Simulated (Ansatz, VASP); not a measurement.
# Two plane-wave programs on HfO2

```xyz
6
Lattice="-2.2520 2.2520 6.3117 2.2520 -2.2520 6.3117 2.2520 2.2520 -6.3117" Properties=species:S:1:pos:R:3 pbc="T T T"
Hf    0.0000    0.0000    0.0000
Hf    0.0000    2.2520    3.1559
O     0.0000    0.0000   10.1319
O     0.0000    2.2520    5.6474
O     0.0000    2.2520    0.6643
O     0.0000    0.0000    2.4916
```

Alike in both runs: task relaxation of cell and atoms; functional PBE; k mesh 6 × 6 × 6; occupations gaussian, width 0.1 eV; no spin polarisation.

```csv
,VASP,Ansatz
version,VASP 6.6.1,Ansatz 0.2.0
potentials or method,"VASP PAW PBE potentials, release 64 (Hf_pv, O), cutoff 600 eV","scalar-relativistic, plane waves, PAW"
valence electrons in the cell,44,76
```

Ansatz gave:

- gap on the k mesh at the Fermi level, each at its own relaxed structure (eV): 4.43
- relaxed volume (Å³/atom): 14.33
- relaxed cell length with the largest relative difference (Å): 6.034

**Question.** Estimate VASP's values.

**Answer.** gap on the k mesh at the Fermi level, each at its own relaxed structure (eV): 4.45; relaxed volume (Å³/atom): 14.14; relaxed cell length with the largest relative difference (Å): 6.002.

VASP's potentials hold 44 valence electrons a cell and Ansatz's 76, so a difference there can come from the potentials and not from the codes.

Neither program's run includes spin-orbit coupling. Noted on VASP's run: the volume moved by over 15 % at a fixed basis, so the end points are rough.
